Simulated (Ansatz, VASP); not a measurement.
## One calculation of BaTlBr3, two programs

Contents of INCAR:

```
ALGO = Normal ; EDIFF = 1E-6
ENCUT = 520 ; GGA = PE
ISIF = 2 ; ISMEAR = 0
LASPH = T ; LCHARG = T
LELF = T ; LREAL = F
LVHAR = T ; LWAVE = F
NBANDS = 30 ; NELM = 100
PREC = Accurate ; SIGMA = 0.01
```

KPOINTS

```
k-points
0
Gamma
  4 4 4
```

The input POSCAR:

```
BaTlBr3
1.0
    6.3374655700      0.0000000000      0.0000000000
    0.0000000000      6.3374655700      0.0000000000
    0.0000000000      0.0000000000      6.3374655700
Tl Ba Br
1 1 3
Direct
    0.0000000000      0.0000000000      0.0000000000
    0.5000000000      0.5000000000      0.5000000000
    0.5000000000      0.5000000000      0.0000000000
    0.5000000000      0.0000000000      0.5000000000
    0.0000000000      0.5000000000      0.5000000000
```

Input for Ansatz:

```yaml
crystal:
  lattice:
    - [6.33746557, 0.0, 0.0]
    - [0.0, 6.33746557, 0.0]
    - [0.0, 0.0, 6.33746557]
  atoms:
    - { symbol: Tl, position: [0.0, 0.0, 0.0] }
    - { symbol: Ba, position: [0.5, 0.5, 0.5] }
    - { symbol: Br, position: [0.5, 0.5, 0.0] }
    - { symbol: Br, position: [0.5, 0.0, 0.5] }
    - { symbol: Br, position: [0.0, 0.5, 0.5] }
kpoints:
  mp_grid: { grid: [4, 4, 4] }
hamiltonian:
  xc: pbe
scf:
  occupations: { method: fixed }
  n_extra_bands: 5
output:
  forces: true
  stress: true
  eigenvalues: true
```

Alike in both runs: task single point; functional PBE; k mesh 4 × 4 × 4; no spin polarisation.

```csv
,VASP,Ansatz
version,VASP 6.6.1,Ansatz 0.2.0
potentials or method,"VASP PAW PBE potentials, release 64 (Tl_d, Ba_sv, Br)","plane waves, PAW"
plane-wave cutoff (eV),520,420
occupations,"gaussian, width 0.01 eV",fixed
valence electrons in the cell,44,44
```

Ansatz gave:

```
gap on the k mesh at the Fermi level (eV) : 2.93
pressure (GPa)                            : -0.4
```

Problem. Which values does VASP return?

Solution. gap on the k mesh at the Fermi level (eV): 2.93; pressure (GPa): -0.2.

Spin-orbit coupling is off throughout.
